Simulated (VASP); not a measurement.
A run of VASP 6.6.1:

POSCAR

```
CuO
1.0
    2.3446500000     -1.7134000000      0.0000000000
    2.3446500000      1.7134000000      0.0000000000
   -0.8605543552      0.0000000000      5.0594363927
Cu O
2 2
Direct
    0.4968000000      0.0032000000      0.5000000000
    0.0032000000      0.4968000000      0.0000000000
    0.4056000000      0.5714000000      0.7537000000
    0.5714000000      0.4056000000      0.2537000000
```

File INCAR.step1:

```
PREC     = Accurate       # precision mode
ENCUT    = 770            # plane-wave cutoff, eV
ISMEAR   = -1             # smearing method
SIGMA    = 0.05           # smearing width, eV
LREAL    = F              # projectors in reciprocal space
LASPH    = T              # aspherical terms in the spheres
NELM     = 120            # most SCF steps
NBANDS   = 33             # bands
GGA      = PE             # functional
ALGO     = Normal         # electronic algorithm
EDIFF    = 1E-5           # SCF threshold, eV
LWAVE    = T              # write WAVECAR
LCHARG   = F              # write CHGCAR
GGA_COMPAT= F
```

Contents of INCAR.step2:

```
PREC     = Accurate       # precision mode
ENCUT    = 770            # plane-wave cutoff, eV
EDIFF    = 1E-6           # SCF threshold, eV
ISMEAR   = -1             # smearing method
SIGMA    = 0.05           # smearing width, eV
LREAL    = F              # projectors in reciprocal space
LASPH    = T              # aspherical terms in the spheres
NELM     = 120            # most SCF steps
ALGO     = Normal         # electronic algorithm
ISIF     = 2              # what is computed and relaxed
LWAVE    = F              # write WAVECAR
LCHARG   = F              # write CHGCAR
METAGGA  = R2SCAN         # meta-GGA
LMIXTAU  = T            
NBANDS   = 33             # bands
ISTART   = 1            
GGA_COMPAT= F
```

Contents of KPOINTS:

```
Automatic mesh
0
Gamma
  10 10 5
```

Potentials or basis: VASP PAW PBE potentials, release 64 (Cu_sv_GW, O).

Command:

```bash
$ cat potpaw_PBE.64/Cu_sv_GW/POTCAR potpaw_PBE.64/O/POTCAR > POTCAR
$ cp INCAR.step1 INCAR
$ mpirun -np 1 vasp_std > vasp.out
$ cp INCAR.step2 INCAR
$ mpirun -np 1 vasp_std > vasp.out
```

Hardware: 1 thread of Intel(R) Xeon(R) 6975P-C (Granite Rapids) (shared host).

Task: How long does it take, and how much memory?

Result: Wall time 10 min on 1 thread of Intel(R) Xeon(R) 6975P-C (Granite Rapids), with other jobs on the host, peak memory 0.44 GiB. Counts: k points 141.
